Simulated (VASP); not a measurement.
## Zn: single point with PBEsol

Crystal: Zn.

```
CELL_PARAMETERS angstrom
-1.21495 1.21495 1.21495
1.21495 -1.21495 1.21495
1.21495 1.21495 -1.21495
ATOMIC_POSITIONS crystal
Zn 0.00000 0.00000 0.00000
```

This cell differs from its parent crystal: volume scaled by 0.5.

```
Program             : VASP 6.6.1
Task                : single point
Functional          : PBEsol
Potentials or basis : VASP PAW PBE potentials, release 64 (Zn)
Cutoff              : 520 eV
k mesh              : 19 × 19 × 19
Occupations         : fermi-dirac, width 0.05 eV
Spin                : no spin polarisation
```

```
Pressure               : 339.6 GPa
Band gap on the k mesh : zero (band 6 reaches 16.57 eV, above the bottom of band 7 at 12.18 eV)
```

Levels at points of the mesh, in eV from the Fermi level:
```csv
k point,band 4,band 5,band 6,band 7,band 8,band 9
"(0.00, 0.00, 0.00)",-13.46,-11.68,-11.68,26.22,26.22,26.22
```

It took 5.9 s on 1 thread of Intel(R) Xeon(R) Platinum 8488C (Sapphire Rapids), on a shared host, peak memory 0.12 GiB.

Caveat: the PAW data sets were made with another functional, which shifts forces and pressure a little.
